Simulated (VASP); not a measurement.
# Si (I4_1/amd) in VASP: further runs

Si is run at these levels: LDA; tasks: single point.

Everything below comes from runs of VASP 6.6.1. Logs are shortened: lines on timing, memory, paths and dates and some standing lists are left out, and cuts for length are marked.

**1. The cell of the first run**

It takes space group I4_1/amd (No. 141, tetragonal). The conventional cell has a = 4.648 Å, b = 4.648 Å, c = 2.659 Å, α = 90.00°, β = 90.00°, γ = 90.00°. Si (site symmetry -4m2) has 10 Si at 2.42 to 3.06 Å within 3.2 Å.

**2. Single point, LDA**

File INCAR:

```
PREC = Accurate
ENCUT = 520
EDIFF = 1E-7
ISMEAR = 1
SIGMA = 0.1
LREAL = F
LASPH = T
NELM = 80
ALGO = Normal
ISIF = 2
LWAVE = F
LCHARG = T
GGA = CA
LELF = T
LVHAR = T
NBANDS = 11
```

File KPOINTS:

```
Automatic mesh
0
Gamma
  15 15 15
```

File POSCAR:

```
Si
1.0
   -2.3239445600      2.3239445600      1.3292650000
    2.3239445600     -2.3239445600      1.3292650000
    2.3239445600      2.3239445600     -1.3292650000
Si
2
Direct
    0.2500000000      0.7500000000      0.5000000000
    0.5000000000      0.5000000000      0.0000000000
```

Potentials or basis: VASP PAW LDA potentials, release 64 (Si).

The run is started by

```sh
cat potpaw_LDA.64/Si/POTCAR > POTCAR
mpirun -np 1 vasp_std > vasp.out
```

OUTCAR:

```text
PREC = Accurate
   ENCUT = 520
   EDIFF = 1E-7
   ISMEAR = 1
   LREAL = F
   LASPH = T
   NELM = 80
   ISIF = 2
   GGA = CA

 ion  position               nearest neighbor table
   1  0.250  0.750  0.500-   2 2.42   2 2.42   2 2.42   2 2.42   2 3.06   2 3.06   2 3.06   2 3.06

   2  0.500  0.500  0.000-   1 2.42   1 2.42   1 2.42   1 2.42   1 3.06   1 3.06   1 3.06   1 3.06

  LATTYP: Found a body centered tetragonal cell.
 ALAT       =     4.6478891200
 C/A-ratio  =     0.5719865365

  Lattice vectors:

 A1 = (  -2.3239445600,   2.3239445600,   1.3292650000)
 A2 = (   2.3239445600,  -2.3239445600,   1.3292650000)
 A3 = (   2.3239445600,   2.3239445600,  -1.3292650000)

Analysis of symmetry for initial positions (statically):
=====================================================================
 Subroutine PRICEL returns:
 Original cell was already a primitive cell.

 Routine SETGRP: Setting up the symmetry group for a
 body centered tetragonal supercell.

 Subroutine GETGRP returns: Found 16 space group operations
 (whereof  8 operations were pure point group operations)
 out of a pool of 16 trial point group operations.

The static configuration has the point symmetry D_2d.
 The point group associated with its full space group is D_4h.

Analysis of symmetry for dynamics (positions and initial velocities):
=====================================================================
 Subroutine PRICEL returns:
 Original cell was already a primitive cell.

 Routine SETGRP: Setting up the symmetry group for a
 body centered tetragonal supercell.

 Subroutine GETGRP returns: Found 16 space group operations
 (whereof  8 operations were pure point group operations)
 out of a pool of 16 trial point group operations.

The dynamic configuration has the point symmetry D_2d.
 The point group associated with its full space group is D_4h.

 Subroutine INISYM returns: Found 16 space group operations
 (whereof  8 operations are pure point group operations),
 and found     1 'primitive' translations

----------------------------------------------------------------------------------------

                                     Primitive cell

  volume of cell :      28.7159

  direct lattice vectors                    reciprocal lattice vectors
    -2.323944560  2.323944560  1.329265000     0.000000000  0.215151432  0.376147721
     2.323944560 -2.323944560  1.329265000     0.215151432  0.000000000  0.376147721
     2.323944560  2.323944560 -1.329265000     0.215151432  0.215151432  0.000000000

  length of vectors
[... 86 lines left out ...]
   IBRION =     -1    ionic relax: 0-MD 1-quasi-New 2-CG
   NFREE  =      0    steps in history (QN), initial steepest desc. (CG)
   ISIF   =      2    stress and relaxation
   ISYM   =      2    0-nonsym 1-usesym 2-fastsym
   POTIM  = 0.5000    time-step for ionic-motion
   TEBEG  =    0.0;   TEEND  =   0.0 temperature during run
   PSTRESS=    0.0 pullay stress
   NELECT =       8.0000    total number of electrons
   NUPDOWN=      -1.0000    fix difference up-down
   EMIN   =  10.00;   EMAX   =-10.00  energy-range for DOS
   EFERMI =   0.00;   METHOD = LEGACY
   ISMEAR =     1;   SIGMA  =   0.10  broadening in eV -4-tet -1-fermi 0-gaus
   EFERMI_NEDOS =   21; number of points for ismear=-14 and -15
   IALGO  =     38    algorithm
   IMIX   =      4    mixing-type and parameters
     AMIX     =   0.40;   BMIX     =  1.00
     AMIX_MAG =   1.60;   BMIX_MAG =  1.00
  volume/ion in A,a.u.               =      14.36        96.89
  Fermi-wavevector in a.u.,A,eV,Ry     =   1.069212  2.020518 15.554373  1.143214
  Thomas-Fermi vector in A             =   2.204884
   LORBIT       =      0    0 simple, 1 ext, 2 COOP (PROOUT), +10 PAW based schemes
   GGA     = CA    functional components
   LHFCALC =     F    Hartree Fock is set to
   AEXX    =    0.0000 exact exchange contribution
   IVDW    =     0    specifies the selected vdW correction
   LEPSILON=     F    determine dielectric tensor
   LRPA    =     F    only Hartree local field effects (RPA)
 non-spin polarized calculation
 Methfessel and Paxton  Order N= 1 SIGMA  =   0.10
  energy-cutoff  :      520.00
  volume of cell :       28.72
 maximum number of plane-waves:       797
   NGX = 13   NGY = 13   NGZ = 13

 number of electron       8.0000001 magnetization

 Free energy of the ion-electron system (eV)
  ---------------------------------------------------
  ext. energy  EPLUGINS =         0.00000000
  ---------------------------------------------------
  free energy    TOTEN  =       -11.48150535 eV

  energy without entropy =      -11.48227004  energy(sigma->0) =      -11.48176025

 E-fermi :   9.8986     XC(G=0): -11.2261

 val. band max:        9.8861740545   @ k =   0.3333   0.1333   0.0000
 cond. band min:       9.9138635572   @ k =  -0.1333   0.3333   0.1333
 fundamental gap:      0.0276895027
 Fermi energy:         9.8986465985

 k-point     1 :       0.0000    0.0000    0.0000
  band No.  band energies     occupation
      1      -4.3301      2.00000
      2       7.4965      2.00000
      3       7.4965      2.00000
      4       8.5627      2.00000
      5      11.3782     -0.00000
      6      17.3772      0.00000
      7      18.8494      0.00000
      8      19.3639      0.00000
      9      19.3639      0.00000
     10      20.3030      0.00000
     11      20.7917      0.00000
[... 309 lines left out ...]
 k-point    24 :       0.2000    0.1333   -0.0000
  band No.  band energies     occupation
      1      -1.7114      2.00000
      2       6.5465      2.00000
      3       8.3103      2.00000
      4       8.9244      2.00000
      5      10.3209     -0.00000
      6      12.5687      0.00000
      7      13.4272      0.00000
      8      14.2553      0.00000
      9      16.4292      0.00000
     10      18.2270      0.00000
     11      21.1852      0.00000

 [... further k-points ...]
[... 5 lines left out ...]
  --------------------------------------------------------------------------------------
  -------------------------------------------------------------------------------------
  Total        1.1857816      1.1857816      0.1908285      0.0000000      0.0000000      0.0000000
  in kB       66.1594975     66.1594975     10.6470867      0.0000000      0.0000000      0.0000000
  external PRESSURE =      47.6553606 kB  Pullay stress =       0.0000000 kB

 VOLUME and BASIS-vectors are now :
 -----------------------------------------------------------------------------
  energy-cutoff  :      520.00
  volume of cell :       28.72
      direct lattice vectors                 reciprocal lattice vectors
    -2.323944560  2.323944560  1.329265000     0.000000000  0.215151432  0.376147721
     2.323944560 -2.323944560  1.329265000     0.215151432  0.000000000  0.376147721
     2.323944560  2.323944560 -1.329265000     0.215151432  0.215151432  0.000000000

 POSITION                                       TOTAL-FORCE (eV/Angst)
 -----------------------------------------------------------------------------------
      2.32394      0.00000      0.66463        -0.000000      0.000000      0.000000
      0.00000      0.00000      1.32926         0.000000     -0.000000     -0.000000
 -----------------------------------------------------------------------------------
    total drift:                                0.000000      0.000000      0.000000

  FREE ENERGIE OF THE ION-ELECTRON SYSTEM (eV)
  ---------------------------------------------------
  free  energy   TOTEN  =       -11.4815053477 eV

  energy  without entropy=      -11.4822700412  energy(sigma->0) =      -11.48176025
```

OSZICAR:

```text
N       E                     dE             d eps       ncg     rms          rms(c)
DAV:   1     0.437440731902E+01    0.43744E+01   -0.34264E+03  6336   0.614E+02
DAV:   2    -0.110925037250E+02   -0.15467E+02   -0.14820E+02  8199   0.846E+01
DAV:   3    -0.115253209175E+02   -0.43282E+00   -0.43030E+00  8172   0.117E+01
DAV:   4    -0.115271537466E+02   -0.18328E-02   -0.18326E-02  7704   0.956E-01
DAV:   5    -0.115271622120E+02   -0.84654E-05   -0.84646E-05  8103   0.600E-02    0.472E+00
DAV:   6    -0.114980105720E+02    0.29152E-01   -0.72220E-03  7427   0.388E-01    0.274E+00
DAV:   7    -0.114815913604E+02    0.16419E-01   -0.14984E-02  7340   0.585E-01    0.186E-01
DAV:   8    -0.114815203710E+02    0.70989E-04   -0.12291E-03  7393   0.200E-01    0.449E-02
DAV:   9    -0.114815051238E+02    0.15247E-04   -0.27855E-05  8007   0.302E-02    0.379E-02
DAV:  10    -0.114815053523E+02   -0.22853E-06   -0.15199E-06  7788   0.827E-03    0.396E-03
DAV:  11    -0.114815053477E+02    0.46061E-08   -0.22162E-08  4710   0.903E-04
   1 F= -.11481505E+02 E0= -.11481760E+02  d E =0.764694E-03
```

It took 33 s on 1 thread of Intel Xeon 6975P-C (Granite Rapids), shared host; peak memory 0.18 GiB.

What came out:

| Quantity | Value |
| --- | --- |
| Free energy | -11.4815 eV |
| Pressure | 4.8 GPa |
| Band gap on the k mesh | zero (band 4 reaches 12.53 eV, above the bottom of band 5 at 5.12 eV) |

Levels at points of the mesh, in eV from the Fermi level:
| k point | band 2 | band 3 | band 4 | band 5 | band 6 | band 7 |
| --- | --- | --- | --- | --- | --- | --- |
| (0.00, 0.00, 0.00) | -2.40 | -2.40 | -1.34 | 1.48 | 7.48 | 8.95 |

**3. Single point, LDA**

This run uses another cell than the first one, of 14.55 Å³/atom, 1.014 times its volume.

File INCAR:

```
PREC = Accurate ; ENCUT = 520
EDIFF = 1E-6 ; ISMEAR = 1
SIGMA = 0.1 ; LREAL = False
LASPH = True ; NELM = 80
ALGO = Normal ; ISIF = 2
LWAVE = False ; LCHARG = True
GGA = CA ; LELF = True
LVHAR = True ; NBANDS = 11
```

KPOINTS is that of step 2.

File POSCAR:

```
Si
1.0
   -2.3397537067      2.3397537067      1.3292650000
    2.3397537067     -2.3397537067      1.3292650000
    2.3397537067      2.3397537067     -1.3292650000
Si
2
Direct
    0.2500000000      0.7500000000      0.5000000000
    0.5000000000      0.5000000000      0.0000000000
```

Potentials or basis: VASP PAW LDA potentials, release 64 (Si).

The run is started by

```sh
cat potpaw_LDA.64/Si/POTCAR > POTCAR
mpirun -np 1 vasp_std > vasp.out
```

Run time: 30 s. Hardware: 1 thread of Intel Xeon 6975P-C (Granite Rapids), shared host; peak memory 0.18 GiB.

It converged, with:

* Free energy: -11.4943 eV
* Pressure: 2.7 GPa
* Band gap on the k mesh: zero (band 4 reaches 12.24 eV, above the bottom of band 5 at 5.03 eV)

Stress tensor (GPa, compression positive):
```
3.78 0.00 0.00
0.00 3.78 0.00
0.00 0.00 0.57
```

Levels at points of the mesh, in eV from the Fermi level:
| k point | band 1 | band 2 | band 3 | band 4 | band 5 | band 6 | band 7 | band 8 | band 9 |
| --- | --- | --- | --- | --- | --- | --- | --- | --- | --- |
| (0.00, 0.00, 0.00) | -14.11 | -2.42 | -2.42 | -1.50 | 1.51 | 7.48 | 8.96 | 9.32 | 9.32 |

**4. Single point, LDA**

This run uses another cell than the first one, of 14.75 Å³/atom, 1.027 times its volume.

File INCAR:

```
SYSTEM = Si
ALGO     = Normal         ! electronic algorithm
EDIFF    = 1E-7           ! SCF threshold, eV
ENCUT    = 520            ! plane-wave cutoff, eV
GGA      = CA             ! functional
ISIF     = 2              ! what is computed and relaxed
ISMEAR   = 1              ! smearing method
LASPH    = .TRUE.         ! aspherical terms in the spheres
LCHARG   = .TRUE.         ! write CHGCAR
LELF     = .TRUE.         ! ELF
LREAL    = .FALSE.        ! projectors in reciprocal space
LVHAR    = .TRUE.       
LWAVE    = .FALSE.        ! write WAVECAR
NBANDS   = 11             ! bands
NELM     = 100            ! most SCF steps
PREC     = Accurate       ! precision mode
SIGMA    = 0.1            ! smearing width, eV
```

File KPOINTS:

```
k-points
0
G
  15 15 15
  0 0 0
```

File POSCAR:

```
Si
1.0
   -2.3555628533      2.3555628533      1.3292650000
    2.3555628533     -2.3555628533      1.3292650000
    2.3555628533      2.3555628533     -1.3292650000
Si
2
Direct
    0.2500000000      0.7500000000      0.5000000000
    0.5000000000      0.5000000000      0.0000000000
```

The run is started by

```sh
cat potpaw_LDA.64/Si/POTCAR > POTCAR
mpirun -np 1 vasp_std > vasp.out
```

It took 32 s on 1 thread of Intel Xeon 6975P-C (Granite Rapids), shared host; peak memory 0.19 GiB.

It converged, with:

| Item | Value |
| --- | --- |
| Free energy | -11.5006 eV |
| Pressure | 0.9 GPa |
| Band gap on the k mesh | zero (band 4 reaches 11.96 eV, above the bottom of band 5 at 4.94 eV) |

Stress tensor (GPa, compression positive):
```
 1.45  0.00  0.00
 0.00  1.45  0.00
 0.00  0.00 -0.19
```

Levels at points of the mesh, in eV from the Fermi level:
```csv
k point,band 1,band 2,band 3,band 4,band 5,band 6,band 7,band 8
"(0.00, 0.00, 0.00)",-13.97,-2.41,-2.41,-1.63,1.56,7.50,8.99,9.19
```

**5. Single point, LDA**

This run uses another cell than the first one, of 14.95 Å³/atom, 1.041 times its volume.

File INCAR:

```
SYSTEM = Si
PREC = Accurate
ENCUT = 520
EDIFF = 1E-6
ISMEAR = 1
SIGMA = 0.1
LREAL = .False.
LASPH = .True.
NELM = 60
ALGO = Normal
ISIF = 2
LWAVE = .False.
LCHARG = .True.
LELF = .True.
LVHAR = .True.
NBANDS = 11
```

File KPOINTS:

```
Automatic mesh
0
Gamma
  15 15 15
  0 0 0
```

File POSCAR:

```
Si
1.0
   -2.3713720000      2.3713720000      1.3292650000
    2.3713720000     -2.3713720000      1.3292650000
    2.3713720000      2.3713720000     -1.3292650000
Si
2
Direct
    0.2500000000      0.7500000000      0.5000000000
    0.5000000000      0.5000000000      0.0000000000
```

The run is started by

```sh
cat potpaw_LDA.64/Si/POTCAR > POTCAR
mpirun -np 1 vasp_std > vasp.out
```

Wall time 29 s (1 thread of Intel Xeon 6975P-C (Granite Rapids), shared host); peak memory 0.18 GiB.

It converged, with:

```yaml
Free_energy: -11.5017 eV
Pressure: -0.8 GPa
Band_gap_on_the_k_mesh: zero (band 4 reaches 11.67 eV, above the bottom of band 5 at 4.86 eV)
```

Stress tensor (GPa, compression positive):
```
-0.64  0.00  0.00
 0.00 -0.64  0.00
 0.00  0.00 -1.04
```

Levels at points of the mesh, in eV from the Fermi level:
| k point | band 2 | band 3 | band 4 | band 5 | band 6 | band 7 |
| --- | --- | --- | --- | --- | --- | --- |
| (0.00, 0.00, 0.00) | -2.41 | -2.41 | -1.77 | 1.60 | 7.51 | 9.01 |

**6. Overview**

```tsv
cell	gap on the mesh (eV)	pressure (GPa)
a = 3.545 Å, angles 98.1, 98.1, 136.0°, 2 atoms	none	4.8
a = 3.566 Å, angles 98.0, 98.0, 136.2°, 2 atoms	none	2.7
a = 3.587 Å, angles 97.9, 97.9, 136.5°, 2 atoms	none	0.9
a = 3.607 Å, angles 97.8, 97.8, 136.8°, 2 atoms	none	-0.8
```

Alike in all rows: task single point; level LDA; potentials or basis VASP PAW LDA potentials, release 64 (Si); no spin polarisation; k mesh 15 × 15 × 15; cutoff (eV) 520; smearing methfessel-paxton 0.1 eV.

Total energies depend on the potentials used, so only differences within one code and one set of settings carry meaning.
